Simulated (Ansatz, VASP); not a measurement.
# Two plane-wave programs on ZrH

```
Zr H
1.0
     3.42331    0.00000    0.00000
     0.00000    3.42331    0.00000
     0.00000    0.00000    4.43993
Zr H
2 2
Direct
  0.00000 0.50000 0.00000
  0.50000 0.00000 0.50000
  0.00000 0.00000 0.75000
  0.00000 0.00000 0.25000
```

Alike in both runs: task single point; functional LDA; k mesh 16 × 16 × 12; occupations gaussian, width 0.15 eV; no spin polarisation.

```csv
,VASP,Ansatz
version,VASP 6.6.1,Ansatz 0.2.0
potentials or method,"VASP PAW LDA potentials, release 64 (Zr_sv, H), cutoff 520 eV","scalar-relativistic, plane waves, PAW"
valence electrons in the cell,26,26
```

|  | VASP | Ansatz | Ansatz less VASP |
| --- | --- | --- | --- |
| gap on the k mesh at the Fermi level (eV) | none | none | - |
| pressure (GPa) | -4.9 | -5.0 | -0.13 |
| traceless stress, the component that is largest in VASP (GPa) | 1.29 | 1.33 | +0.043 |

LDA's correlation is that of Perdew and Zunger in VASP and of Perdew and Wang (1992) in Ansatz. A gap of «none» marks a metal or a gap that the smearing closes.
